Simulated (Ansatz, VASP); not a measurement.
# Two plane-wave programs on Ge15W

File INCAR:

```
ALGO     = Normal         # electronic algorithm
EDIFF    = 1E-6           # SCF threshold, eV
ENCUT    = 520            # plane-wave cutoff, eV
GGA      = PS             # functional
ISIF     = 2              # what is computed and relaxed
ISMEAR   = 0              # smearing method
ISPIN    = 2              # spin polarisation
LASPH    = True           # aspherical terms in the spheres
LCHARG   = True           # write CHGCAR
LDAU     = True           # DFT+U
LDAUJ    = 0 0          
LDAUL    = 2 -1           # shell
LDAUPRINT= 1            
LDAUTYPE = 2            
LDAUU    = 4 0            # U, eV
LELF     = True           # ELF
LMAXMIX  = 4              # l up to which the mixer works
LORBIT   = 11             # projections on sites
LREAL    = Auto         
LVHAR    = True         
LWAVE    = False          # write WAVECAR
MAGMOM   = 1.5 0 0 0 0 0 0 0 -0.06 -0.06 -0.06 0 -0.06 0 0 0 # initial moments
NBANDS   = 130            # bands
NELM     = 150            # most SCF steps
PREC     = Accurate       # precision mode
SIGMA    = 0.05           # smearing width, eV
```

File KPOINTS:

```
k-points
0
Gamma
  3 3 3
```

File POSCAR:

```
Ge15W
1.0
    0.0000000000      5.6575400000      5.6575400000
    5.6575400000      0.0000000000      5.6575400000
    5.6575400000      5.6575400000      0.0000000000
W Ge
1 15
Direct
    1.0000000000      0.0000000000      0.0000000000
    0.9994882437      0.9994882437      0.5005117563
    0.9994882437      0.5005117563      0.9994882437
    0.9994882437      0.5005117563      0.5005117563
    0.5005117563      0.9994882437      0.9994882437
    0.5005117563      0.9994882437      0.5005117563
    0.5005117563      0.5005117563      0.9994882437
    0.5000000000      0.5000000000      0.5000000000
    0.1262845516      0.1262845516      0.1262845516
    0.1262845516      0.1262845516      0.6211463453
    0.1262845516      0.6211463453      0.1262845516
    0.1253257359      0.6248914214      0.6248914214
    0.6211463453      0.1262845516      0.1262845516
    0.6248914214      0.1253257359      0.6248914214
    0.6248914214      0.6248914214      0.1253257359
    0.6248914214      0.6248914214      0.6248914214
```

Input for Ansatz:

```yaml
crystal:
  lattice:
    - [0.0, 5.65754, 5.65754]
    - [5.65754, 0.0, 5.65754]
    - [5.65754, 5.65754, 0.0]
  atoms:
    - { symbol: W, position: [1.0, 0.0, 0.0], spin: 1.0 }
    - { symbol: Ge, position: [0.9994882437, 0.9994882437, 0.5005117563] }
    - { symbol: Ge, position: [0.9994882437, 0.5005117563, 0.9994882437] }
    - { symbol: Ge, position: [0.9994882437, 0.5005117563, 0.5005117563] }
    - { symbol: Ge, position: [0.5005117563, 0.9994882437, 0.9994882437] }
    - { symbol: Ge, position: [0.5005117563, 0.9994882437, 0.5005117563] }
    - { symbol: Ge, position: [0.5005117563, 0.5005117563, 0.9994882437] }
    - { symbol: Ge, position: [0.5, 0.5, 0.5] }
    - { symbol: Ge, position: [0.1262845516, 0.1262845516, 0.1262845516] }
    - { symbol: Ge, position: [0.1262845516, 0.1262845516, 0.6211463453] }
    - { symbol: Ge, position: [0.1262845516, 0.6211463453, 0.1262845516] }
    - { symbol: Ge, position: [0.1253257359, 0.6248914214, 0.6248914214] }
    - { symbol: Ge, position: [0.6211463453, 0.1262845516, 0.1262845516] }
    - { symbol: Ge, position: [0.6248914214, 0.1253257359, 0.6248914214] }
    - { symbol: Ge, position: [0.6248914214, 0.6248914214, 0.1253257359] }
    - { symbol: Ge, position: [0.6248914214, 0.6248914214, 0.6248914214] }
basis:
  ecutwfc: 420
  ecutrho_ratio: 4
kpoints:
  mp_grid: { grid: [3, 3, 3] }
hamiltonian:
  xc: pbesol
  hubbard: { sites: [{ site: 0, l: d, u_eff: 4.0 }] }
scf:
  occupations: { method: gaussian, width: 0.05 }
  lower_state_search: "off"
  max_iter: 150
output:
  forces: true
  stress: true
  eigenvalues: true
  populations: true
  hubbard: { sites: [{ site: 0, l: d }] }
magnetization:
  spin_polarized: true
  initial_magnetization: 1.0
  spin_locking: { lock_magnetization: soft, n_iters: 6 }
```

Alike in both runs: task single point; functional PBEsol; k mesh 3 × 3 × 3; occupations gaussian, width 0.05 eV; collinear spin; Hubbard terms W d U = 4.0 eV.

```csv
,VASP,Ansatz
version,VASP 6.6.1,Ansatz 0.2.0
potentials or method,"VASP PAW PBE potentials, release 64 (W_sv, Ge_d), cutoff 520 eV","scalar-relativistic, plane waves, PAW"
valence electrons in the cell,224,224
```

Ansatz gave:

| Quantity | Value |
| --- | --- |
| gap on the k mesh at the Fermi level (eV) | 0.27 |
| least direct gap on the mesh (eV) | 0.47 |
| pressure (GPa) | 1.7 |
| rms of the force components (eV/Å) | 0.076 |
| net moment per atom (μB) | 0.13 |
| size of the moment on the site where the two differ most (μB) | 1.50 |

Question: Which values does VASP return?

Answer: gap on the k mesh at the Fermi level (eV): 0.37; least direct gap on the mesh (eV): 0.40; pressure (GPa): 1.8; rms of the force components (eV/Å): 0.056; net moment per atom (μB): 0.12; size of the moment on the site where the two differ most (μB): 1.68.

VASP's potentials were made for PBE, not for PBEsol. Site moments also hang on the region over which each program counts them. The programs project onto different local orbitals, so the same U acts differently, and such runs can settle in different states. Atom by atom the forces differ by 0.020 eV/Å (rms over components). Ansatz's warnings: stress scf threshold loose.

Spin-orbit coupling is off throughout.
